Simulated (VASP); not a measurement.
Write the native input for VASP 6.6.1 that does the following.

```
Task                   : single point
Functional             : PBEsol
Potentials or basis    : VASP PAW PBE potentials, release 64 (Pt)
Cutoff                 : 520 eV
k mesh                 : 8 × 8 × 8
Occupations            : gaussian, width 0.1 eV
Spin                   : no spin polarisation
Dipole correction      : no
Further INCAR settings : ALGO = Fast; EDIFF = 1e-06; NBANDS = 50
```

The structure of Pt lies in POSCAR:

```
Pt
1.0
    2.7273114849      0.0000000000      4.6962210307
    2.7273114849      0.0000000000     -4.6962210307
   -2.7273114849      4.7267377303      0.0000000000
Pt
8
Direct
    0.2918960404      0.0418960404      0.3337920808
    0.2918960404      0.0418960404      0.8337920808
    0.7918960404      0.5418960404      0.3337920808
    0.7918960404      0.5418960404      0.8337920808
    0.7081039596      0.9581039596      0.6662079192
    0.7081039596      0.9581039596      0.1662079192
    0.2081039596      0.4581039596      0.6662079192
    0.2081039596      0.4581039596      0.1662079192
```

This isn't the form of Pt at room conditions, which is fcc.

These files were run (other wordings do the same):

INCAR

```
SYSTEM = Pt
  ALGO = Fast
  EDIFF = 1E-6
  ENCUT = 520
  GGA = PS
  ISIF = 2
  ISMEAR = 0
  LASPH = .TRUE.
  LCHARG = .FALSE.
  LREAL = .FALSE.
  LWAVE = .FALSE.
  NBANDS = 50
  NELM = 80
  PREC = Accurate
  SIGMA = 0.1
```

KPOINTS

```
k-points
0
G
  8 8 8
  0 0 0
```

Potentials or basis: VASP PAW PBE potentials, release 64 (Pt).

The run is started by

```bash
$ cat potpaw_PBE.64/Pt/POTCAR > POTCAR
$ mpirun -np 1 vasp_std > vasp.out
```

It gave:

The pressure is -0.4 GPa. The largest force is 0.006 eV/Å. The band gap on the k mesh is zero (bands 40 and 41 overlap by 0.97 eV).

Caveat: the PAW data sets were made with another functional, which shifts forces and pressure a little; spin-orbit coupling is left out, which moves the levels of the heavy elements.

Wall time 4.3 min on 1 thread of Intel(R) Xeon(R) 6975P-C (Granite Rapids) (shared host), peak memory 0.51 GiB.
